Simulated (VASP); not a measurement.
The system is Ir.

```
Ir
1.0
     0.00000    1.90481    1.90481
     1.90481    0.00000    1.90481
     1.90481    1.90481    0.00000
Ir
1
Direct
  0.00000 0.00000 0.00000
```

Base run:

- Program: VASP 6.6.1
- Functional: LDA
- Potentials or basis: VASP PAW LDA potentials, release 64 (Ir)
- Cutoff: 520 eV
- k mesh: 12 × 12 × 12
- Occupations: fermi-dirac, width 0.05 eV
- Spin: no spin polarisation

Its results: pressure 2.7 GPa.

Task: The run is repeated on the same cell with these changes: potentials or basis from VASP PAW LDA potentials, release 64 (Ir) to VASP PAW LDA potentials, release 64 (Ir_sv_GW); cutoff from 520 eV to 500 eV; further incar settings from ALGO = Normal; EDIFF = 1e-06; NBANDS = 10 to ALGO = Normal; EDIFF = 1e-06; NBANDS = 14; valence electrons from 9 to 17. What comes out?

Result: Pressure -1.7 GPa.
